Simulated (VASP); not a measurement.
# H3CCl in VASP: notebook

Runs on H3CCl. Level: PBE+D3(BJ). Tasks: single point, relaxation of the atoms.

Program: VASP 6.6.1. These are calculated values, not measurements. Logs are shortened: lines on timing, memory, paths and dates and some standing lists are left out, and cuts for length are marked.

**1. The cell of the first run**

The cell holds a disordered packing, 30 atoms: a = 8.203 Å, b = 8.203 Å, c = 8.203 Å, α = 90.00°, β = 90.00°, γ = 90.00°.

**2. Single point, PBE+D3(BJ)**

INCAR reads:

```
SYSTEM = H3CCl
PREC = Accurate
ENCUT = 520
EDIFF = 1E-6
ISMEAR = -1
SIGMA = 0.05
LREAL = Auto
LASPH = .True.
NELM = 100
ALGO = Normal
ISIF = 2
LWAVE = .False.
LCHARG = .True.
GGA = PE
IVDW = 12
LELF = .True.
LVHAR = .True.
NBANDS = 63
```

KPOINTS reads:

```
regular mesh
0
Gamma
  1 1 1
  0 0 0
```

POSCAR reads:

```
H3CCl
1.0
    8.2031320000      0.0000000000      0.0000000000
    0.0000000000      8.2031320000      0.0000000000
    0.0000000000      0.0000000000      8.2031320000
C Cl H
6 6 18
Direct
    0.2259691582      0.4426542232      0.3496285640
    0.2878771771      0.8501770001      0.8863176780
    0.4360285540      0.9186822143      0.2834785350
    0.7644455317      0.4173751195      0.5357076537
    0.8186767511      0.8966101109      0.1461348974
    0.4607559779      0.2748282730      0.8258207731
    0.2027950011      0.4336681451      0.5653241640
    0.5054123345      0.8574109265      0.8733995368
    0.5664330337      0.9127209135      0.4595261773
    0.8016624310      0.4652831527      0.7458712734
    0.7741527413      1.1085650112      0.1233243719
    0.3988348775      0.3514187174      1.0194248522
    0.3026709331      0.5474825200      0.3192812883
    0.2837570242      0.3298823647      0.3075440358
    0.1047512793      0.4550785884      0.2955319368
    0.2557064479      0.7731912382      0.9907132658
    0.2399991407      0.9741342878      0.9032631964
    0.2415089326      0.7963023150      0.7735117451
    0.4486861464      1.0369349260      0.2218561914
    0.4700747412      0.8224537882      0.1968342581
    0.3126593712      0.8985876562      0.3286883484
    0.7587433836      0.5331240792      0.4695413871
    0.8660913712      0.3427678955      0.4928113529
    0.6493598352      0.3500069822      0.5222724657
    0.8731348900      0.8790709210      0.2662423744
    0.7051364875      0.8273679841      0.1388897369
    0.8984997674      0.8590404419      0.0472222274
    0.5851503233      0.2301332854      0.8373691482
    0.3781916748      0.1772567148      0.7898565855
    0.4545573815      0.3755326041      0.7395793793
```

Potentials or basis: VASP PAW PBE potentials, release 64 (C, Cl, H).

Launch:

```console
> cat potpaw_PBE.64/C/POTCAR potpaw_PBE.64/Cl/POTCAR potpaw_PBE.64/H/POTCAR > POTCAR
> mpirun -np 1 vasp_gam > vasp.out
```

OUTCAR:

```text
SYSTEM = H3CCl
   PREC = Accurate
   ENCUT = 520
   EDIFF = 1E-6
   ISMEAR = -1
   LREAL = Auto
   LASPH = .True.
   NELM = 100
   ISIF = 2
   GGA = PE
   IVDW = 12
 IVDW          = 12

 ion  position               nearest neighbor table
   1  0.226  0.443  0.350-  15 1.09  13 1.09  14 1.10   7 1.78
   2  0.288  0.850  0.886-  18 1.09  16 1.10  17 1.10   8 1.79
   3  0.436  0.919  0.283-  21 1.09  20 1.10  19 1.10   9 1.80
   4  0.764  0.417  0.536-  23 1.09  22 1.09  24 1.10  10 1.79
   5  0.819  0.897  0.146-  27 1.09  25 1.09  26 1.09  11 1.79
   6  0.461  0.275  0.826-  28 1.09  30 1.09  29 1.09  12 1.78
   7  0.203  0.434  0.565-   1 1.78
   8  0.505  0.857  0.873-   2 1.79
   9  0.566  0.913  0.460-   3 1.80
  10  0.802  0.465  0.746-   4 1.79
  11  0.774  0.109  0.123-   5 1.79
  12  0.399  0.351  0.019-   6 1.78
[... 16 lines left out ...]
  29  0.378  0.177  0.790-   6 1.09
  30  0.455  0.376  0.740-   6 1.09

  LATTYP: Found a simple cubic cell.
 ALAT       =     8.2031320000

  Lattice vectors:

 A1 = (   8.2031320000,   0.0000000000,   0.0000000000)
 A2 = (   0.0000000000,   8.2031320000,   0.0000000000)
 A3 = (   0.0000000000,   0.0000000000,   8.2031320000)

Analysis of symmetry for initial positions (statically):
=====================================================================
 Subroutine PRICEL returns:
 Original cell was already a primitive cell.

 Routine SETGRP: Setting up the symmetry group for a
 simple cubic supercell.

 Subroutine GETGRP returns: Found  1 space group operations
 (whereof  1 operations were pure point group operations)
 out of a pool of 48 trial point group operations.

The static configuration has the point symmetry C_1 .

Analysis of symmetry for dynamics (positions and initial velocities):
=====================================================================
 Subroutine PRICEL returns:
 Original cell was already a primitive cell.

 Routine SETGRP: Setting up the symmetry group for a
 simple cubic supercell.

 Subroutine GETGRP returns: Found  1 space group operations
 (whereof  1 operations were pure point group operations)
 out of a pool of 48 trial point group operations.

The dynamic configuration has the point symmetry C_1 .

 Subroutine INISYM returns: Found  1 space group operations
 (whereof  1 operations are pure point group operations),
 and found     1 'primitive' translations

----------------------------------------------------------------------------------------

                                     Primitive cell

  volume of cell :     552.0000

  direct lattice vectors                    reciprocal lattice vectors
     8.203132000  0.000000000  0.000000000     0.121904658  0.000000000  0.000000000
     0.000000000  8.203132000  0.000000000     0.000000000  0.121904658  0.000000000
     0.000000000  0.000000000  8.203132000     0.000000000  0.000000000  0.121904658

  length of vectors
     8.203132000  8.203132000  8.203132000     0.121904658  0.121904658  0.121904658

  position of ions in fractional coordinates (direct lattice)
     0.225969158  0.442654223  0.349628564
     0.287877177  0.850177000  0.886317678
     0.436028554  0.918682214  0.283478535
     0.764445532  0.417375120  0.535707654
     0.818676751  0.896610111  0.146134897
     0.460755978  0.274828273  0.825820773
[... 22 lines left out ...]
     0.378191675  0.177256715  0.789856585
     0.454557382  0.375532604  0.739579379

  ion indices of the primitive-cell ions
   primitive index   ion index
                 1           1
                 2           2
                 3           3
                 4           4
                 5           5
                 6           6
[... 22 lines left out ...]
                29          29
                30          30

----------------------------------------------------------------------------------------

 KPOINTS: regular mesh

Automatic generation of k-mesh.
 Grid dimensions read from file:
 generate k-points for:    1    1    1

 Generating k-lattice:

  Cartesian coordinates                     Fractional coordinates (reciprocal lattice)
     0.121904658  0.000000000  0.000000000     1.000000000  0.000000000  0.000000000
     0.000000000  0.121904658  0.000000000     0.000000000  1.000000000  0.000000000
     0.000000000  0.000000000  0.121904658     0.000000000  0.000000000  1.000000000

  Length of vectors
     0.121904658  0.121904658  0.121904658

  Shift w.r.t. Gamma in fractional coordinates (k-lattice)
     0.000000000  0.000000000  0.000000000

 Subroutine IBZKPT returns following result:
 ===========================================

 Found      1 irreducible k-points:

 Following reciprocal coordinates:
            Coordinates               Weight
  0.000000  0.000000  0.000000      1.000000
   k-points           NKPTS =      1   k-points in BZ     NKDIM =      1   number of bands    NBANDS=     63
   number of dos      NEDOS =    301   number of ions     NIONS =     30
   total plane-waves  NPLWV = 262144
   dimension x,y,z NGX =    64 NGY =   64 NGZ =   64
   dimension x,y,z NGXF=   128 NGYF=  128 NGZF=  128
   ions per type =               6   6  18
   NGX,Y,Z   is equivalent  to a cutoff of  12.97, 12.97, 12.97 a.u.
   NGXF,Y,Z  is equivalent  to a cutoff of  25.94, 25.94, 25.94 a.u.
 SYSTEM =  H3CCl
   PREC   = accura    normal or accurate (medium, high low for compatibility)
   ISTART =      0    job   : 0-new  1-cont  2-samecut
   ICHARG =      2    charge: 1-file 2-atom 10-const
   ISPIN  =      1    spin polarized calculation?
   LNONCOLLINEAR =      F non collinear calculations
   LSORBIT =      F    spin-orbit coupling
   LASPH  =      T    aspherical Exc in radial PAW
   ENCUT  =  520.0 eV  38.22 Ry    6.18 a.u.  15.25 15.25 15.25*2*pi/ulx,y,z
   NELM   =    100;   NELMIN=  2; NELMDL= -5     # of ELM steps
   EDIFF  = 0.1E-05   stopping-criterion for ELM
   LREAL  =      T    real-space projection
   EDIFFG = 0.1E-04   stopping-criterion for IOM
   NSW    =      0    number of steps for IOM
   IBRION =     -1    ionic relax: 0-MD 1-quasi-New 2-CG
   NFREE  =      0    steps in history (QN), initial steepest desc. (CG)
   ISIF   =      2    stress and relaxation
   ISYM   =      2    0-nonsym 1-usesym 2-fastsym
   POTIM  = 0.5000    time-step for ionic-motion
   TEBEG  =    0.0;   TEEND  =   0.0 temperature during run
   PSTRESS=    0.0 pullay stress
   NELECT =      84.0000    total number of electrons
   NUPDOWN=      -1.0000    fix difference up-down
   EMIN   =  10.00;   EMAX   =-10.00  energy-range for DOS
   EFERMI =   0.00;   METHOD = LEGACY
   ISMEAR =    -1;   SIGMA  =   0.05  broadening in eV -4-tet -1-fermi 0-gaus
   EFERMI_NEDOS =   21; number of points for ismear=-14 and -15
   IALGO  =     38    algorithm
   IMIX   =      4    mixing-type and parameters
     AMIX     =   0.40;   BMIX     =  1.00
     AMIX_MAG =   1.60;   BMIX_MAG =  1.00
  volume/ion in A,a.u.               =      18.40       124.17
  Fermi-wavevector in a.u.,A,eV,Ry     =   0.874020  1.651659 10.393649  0.763912
  Thomas-Fermi vector in A             =   1.993493
   LORBIT       =      0    0 simple, 1 ext, 2 COOP (PROOUT), +10 PAW based schemes
   GGA     = PE    functional components
   LHFCALC =     F    Hartree Fock is set to
   AEXX    =    0.0000 exact exchange contribution
   IVDW    =    12    specifies the selected vdW correction
   LEPSILON=     F    determine dielectric tensor
   LRPA    =     F    only Hartree local field effects (RPA)
 non-spin polarized calculation
  energy-cutoff  :      520.00
  volume of cell :      552.00
 maximum number of plane-waves:      7398
 NGX is ok and might be reduce to    64
   NGX = 31   NGY = 31   NGZ = 31

 number of electron      84.0000004 magnetization

 Free energy of the ion-electron system (eV)
  ---------------------------------------------------
  ext. energy  EPLUGINS =         0.00000000
  ---------------------------------------------------
  free energy    TOTEN  =      -134.39438092 eV

  energy without entropy =     -134.39438092  energy(sigma->0) =     -134.39438092

 E-fermi :  -2.2650     XC(G=0):  -5.8087

 val. band max:       -3.4716133030   @ k =   0.0000   0.0000   0.0000
 cond. band min:       1.7859708954   @ k =   0.0000   0.0000   0.0000
 fundamental gap:      5.2575841984
 Fermi energy:        -2.2649516944

 k-point     1 :       0.0000    0.0000    0.0000
  band No.  band energies     occupation
      1     -18.2315      2.00000
      2     -18.1813      2.00000
      3     -18.0269      2.00000
      4     -17.9392      2.00000
      5     -17.9001      2.00000
      6     -17.7983      2.00000
[... 46 lines left out ...]
     53       4.1916      0.00000
     54       4.2510      0.00000
 [bands above 54 left out]

------------------------ aborting loop because EDIFF is reached ----------------------------------------

 Edisp (eV)   -1.33624

 E8    (eV) :    -0.3576

  FORCE on cell =-STRESS in cart. coord.  units (eV):
  Direction    XX          YY          ZZ          XY          YZ          ZX
  --------------------------------------------------------------------------------------
  -------------------------------------------------------------------------------------
  Total       1.74366    -1.06875     0.59467    -0.02933    -0.50271    -0.70438
  in kB       5.06097    -3.10204     1.72603    -0.08513    -1.45910    -2.04447
  external pressure =        1.23 kB  Pullay stress =        0.00 kB

 VOLUME and BASIS-vectors are now :
 -----------------------------------------------------------------------------
  energy-cutoff  :      520.00
  volume of cell :      552.00
      direct lattice vectors                 reciprocal lattice vectors
     8.203132000  0.000000000  0.000000000     0.121904658  0.000000000  0.000000000
     0.000000000  8.203132000  0.000000000     0.000000000  0.121904658  0.000000000
     0.000000000  0.000000000  8.203132000     0.000000000  0.000000000  0.121904658

 POSITION                                       TOTAL-FORCE (eV/Angst)
 -----------------------------------------------------------------------------------
      1.85365      3.63115      2.86805        -0.011285     -0.024174      0.032373
      2.36149      6.97411      7.27058         0.003048     -0.023048      0.028453
      3.57680      7.53607      2.32541         0.087737      0.036684      0.105874
      6.27085      3.42378      4.39448         0.006971      0.054580      0.065476
      6.71571      7.35501      1.19876        -0.079709      0.047125      0.132111
      3.77964      2.25445      6.77432         0.086901      0.010562     -0.015240
[... 22 lines left out ...]
      3.10236      1.45406      6.47930        -0.074980     -0.037880     -0.015094
      3.72879      3.08054      6.06687         0.014301     -0.001995     -0.038820
 -----------------------------------------------------------------------------------
    total drift:                                0.006081      0.005374     -0.002708

  FREE ENERGIE OF THE ION-ELECTRON SYSTEM (eV)
  ---------------------------------------------------
  free  energy   TOTEN  =      -135.7306170027 eV

  energy  without entropy=     -135.7306170026  energy(sigma->0) =     -135.73061700
```

Run time: 2 min. Hardware: 1 thread of Intel Xeon 8259CL, shared host; peak memory 0.52 GiB.

Results:

```
Free energy                : -135.7306 eV
Pressure                   : 0.1 GPa
Largest force              : 0.305 eV/Å
Dispersion energy per atom : -0.045 eV
```

Forces in eV/Å, atoms in the order of the input:
```
C   -0.011 -0.024  0.032
C    0.003 -0.023  0.028
C    0.088  0.037  0.106
C    0.007  0.055  0.065
C   -0.080  0.047  0.132
C    0.087  0.011 -0.015
Cl  -0.105  0.108 -0.041
Cl  -0.155 -0.078 -0.020
Cl  -0.260 -0.048 -0.152
Cl   0.014  0.031 -0.180
Cl   0.119 -0.019 -0.033
Cl  -0.026  0.019  0.024
H   -0.019  0.002 -0.003
H   -0.060  0.056  0.069
H    0.015  0.004 -0.078
H   -0.033  0.018 -0.094
H    0.085 -0.096 -0.014
H   -0.022 -0.012 -0.013
H   -0.014 -0.073  0.175
H    0.039  0.001  0.201
H   -0.178  0.057 -0.071
H   -0.024 -0.046 -0.044
H   -0.003 -0.003 -0.028
H    0.124  0.091  0.169
H    0.148 -0.026 -0.025
H    0.039  0.065 -0.072
H    0.239 -0.021 -0.109
H    0.045 -0.091  0.047
H   -0.075 -0.038 -0.015
H    0.014 -0.002 -0.039
```

Levels at points of the mesh, in eV from the Fermi level:
| k point | band 40 | band 41 | band 42 | band 43 | band 44 | band 45 |
| --- | --- | --- | --- | --- | --- | --- |
| (0.00, 0.00, 0.00) | -1.32 | -1.31 | -1.21 | 4.05 | 4.57 | 4.76 |

Caveat: the k points lie up to 0.77 Å⁻¹ apart.

**3. Relaxation of the atoms, PBE+D3(BJ)**

INCAR reads:

```
  PREC = Accurate
  ENCUT = 520
  EDIFF = 1E-6
  ISMEAR = -1
  SIGMA = 0.05
  LREAL = Auto
  LASPH = True
  NELM = 60
  ALGO = Normal
  ISIF = 2
  LWAVE = False
  LCHARG = False
  GGA = PE
  IVDW = 12
  IBRION = 2
  NSW = 35
  EDIFFG = -0.3
```

KPOINTS reads:

```
regular mesh
0
Gamma
  1 1 1
```

POSCAR reads:

```
H3CCl
1.0
    8.2031320000      0.0000000000      0.0000000000
    0.0000000000      8.2031320000      0.0000000000
    0.0000000000      0.0000000000      8.2031320000
C Cl H
6 6 18
Direct
    0.2316502000      0.4373223000      0.3513192000
    0.2950363000      0.8596137000      0.8871517000
    0.4514109000      0.9185388000      0.2764508000
    0.7608449000      0.4141597000      0.5369580000
    0.7934481000      0.8955203000      0.1536657000
    0.4609347000      0.2767854000      0.8264586000
    0.2233352000      0.4181928000      0.5669789000
    0.5089207000      0.8855262000      0.8642132000
    0.6017428000      0.9182872000      0.4324778000
    0.7775002000      0.4450494000      0.7507631000
    0.7417680000      1.1039781000      0.1250530000
    0.3999755000      0.3475666000      1.0219533000
    0.3048054000      0.5435499000      0.3203426000
    0.2867488000      0.3278753000      0.3005156000
    0.1083491000      0.4519363000      0.3046417000
    0.2720743000      0.7833340000      0.9932162000
    0.2388255000      0.9786061000      0.9037849000
    0.2468088000      0.8014662000      0.7781173000
    0.4507050000      1.0374076000      0.2175844000
    0.4810643000      0.8242477000      0.1879896000
    0.3329182000      0.8941110000      0.3308409000
    0.7602078000      0.5321581000      0.4763650000
    0.8645245000      0.3424714000      0.4956440000
    0.6478817000      0.3494501000      0.5115121000
    0.8555049000      0.8821795000      0.2701410000
    0.6822879000      0.8231439000      0.1529007000
    0.8733346000      0.8570695000      0.0549986000
    0.5870037000      0.2360263000      0.8328490000
    0.3823982000      0.1760169000      0.7907760000
    0.4497125000      0.3761521000      0.7393045000
```

Potentials or basis: VASP PAW PBE potentials, release 64 (C, Cl, H).

Launch:

```console
> cat potpaw_PBE.64/C/POTCAR potpaw_PBE.64/Cl/POTCAR potpaw_PBE.64/H/POTCAR > POTCAR
> mpirun -np 1 vasp_gam > vasp.out
```

It took 20 min on 1 thread of Intel Xeon 8259CL, shared host; peak memory 0.63 GiB.

It converged, with:

| Quantity | Value |
| --- | --- |
| Free energy | -135.8214 eV |
| Energy gained by relaxing | 29.1 meV/atom |
| Ionic steps | 17 |
| Pressure after relaxing | 0.1 GPa |
| Largest force after relaxing | 0.267 eV/Å |
| Dispersion energy per atom | -0.044 eV |

Forces on the atoms (eV/Å):
```
C   -0.005  0.027 -0.038
C   -0.007 -0.049  0.023
C    0.064 -0.256  0.042
C    0.041  0.035  0.016
C    0.172  0.065 -0.155
C   -0.014 -0.096 -0.045
Cl  -0.005  0.076 -0.095
Cl  -0.142 -0.089  0.161
Cl  -0.145 -0.024 -0.047
Cl  -0.062  0.010 -0.136
Cl   0.041 -0.069  0.038
Cl   0.048  0.005 -0.085
H    0.028  0.054  0.038
H   -0.030 -0.030  0.112
H   -0.041 -0.007 -0.001
H   -0.099 -0.060 -0.027
H    0.053  0.024  0.000
H    0.091 -0.026 -0.026
H    0.004  0.152 -0.107
H   -0.159  0.099  0.024
H    0.086  0.018 -0.045
H   -0.002 -0.004  0.028
H    0.006  0.034  0.057
H   -0.040 -0.009  0.063
H   -0.016 -0.046  0.137
H    0.091  0.067  0.016
H   -0.012  0.007 -0.004
H    0.009  0.043  0.039
H   -0.034 -0.015  0.013
H    0.078  0.065  0.004
```

Stress tensor (GPa, compression positive):
```
 0.20  0.04 -0.07
 0.04 -0.22 -0.20
-0.07 -0.20  0.19
```

The path:
```tsv
step	energy change (eV)	largest force (eV/Å)	pressure (GPa)
1	0.0000	1.3210	1.31
2	-0.1569	0.9602	0.77
3	-0.1763	1.3670	0.52
4	-0.2476	0.9087	0.40
5	-0.3660	0.6369	0.05
6	-0.3756	1.0763	-0.07
7	-0.4372	0.6165	0.05
8	-0.4912	0.6586	0.32
9	-0.5524	0.6455	0.49
10	-0.6125	1.0736	0.90
11	-0.6585	0.7090	0.88
12	-0.7148	0.9336	0.84
13	-0.7743	0.7608	0.60
14	-0.8392	0.8484	-0.03
15	-0.8606	0.4104	-0.04
16	-0.8607	0.3095	-0.04
17	-0.8743	0.2673	0.06
```

Final structure:
```cif
data_structure
_symmetry_space_group_name_H-M 'P 1'
_symmetry_Int_Tables_number 1
_cell_length_a 8.2031
_cell_length_b 8.2031
_cell_length_c 8.2031
_cell_angle_alpha 90.000
_cell_angle_beta 90.000
_cell_angle_gamma 90.000
_cell_volume 552.00
loop_
_atom_site_label
_atom_site_type_symbol
_atom_site_fract_x
_atom_site_fract_y
_atom_site_fract_z
_atom_site_occupancy
C1 C 0.22425 0.44164 0.34936 1
C2 C 0.29003 0.85168 0.88354 1
C3 C 0.42763 0.91845 0.29405 1
C4 C 0.76777 0.41917 0.53544 1
C5 C 0.82409 0.89660 0.13820 1
C6 C 0.45995 0.27262 0.82825 1
Cl1 Cl 0.19371 0.43582 0.56420 1
Cl2 Cl 0.50707 0.85524 0.86511 1
Cl3 Cl 0.54145 0.91292 0.47974 1
Cl4 Cl 0.81504 0.47321 0.74165 1
Cl5 Cl 0.78615 0.10996 0.11362 1
Cl6 Cl 0.39730 0.35119 0.02133 1
H1 H 0.30247 0.54524 0.31936 1
H2 H 0.28256 0.32869 0.30934 1
H3 H 0.10599 0.45460 0.28919 1
H4 H 0.26123 0.77709 0.99005 1
H5 H 0.24487 0.97606 0.90115 1
H6 H 0.23686 0.79786 0.77357 1
H7 H 0.44597 0.03652 0.23620 1
H8 H 0.47471 0.82141 0.21454 1
H9 H 0.29874 0.89799 0.32348 1
H10 H 0.75804 0.53143 0.46387 1
H11 H 0.86524 0.34138 0.48809 1
H12 H 0.65220 0.35289 0.53306 1
H13 H 0.88336 0.87866 0.25575 1
H14 H 0.70842 0.83063 0.13073 1
H15 H 0.90439 0.85704 0.03916 1
H16 H 0.58166 0.22053 0.84137 1
H17 H 0.37327 0.17887 0.79095 1
H18 H 0.45729 0.37235 0.74062 1
```

Levels at points of the mesh, in eV from the Fermi level:
```
           k point  band 40  band 41  band 42  band 43  band 44  band 45
(0.00, 0.00, 0.00)    -1.40    -1.38    -1.28     3.96     4.51     4.69
```

Caveat: the k points lie up to 0.77 Å⁻¹ apart; the relaxation stopped at a loose force limit of 0.3 eV/Å, so its end isn't a converged minimum.
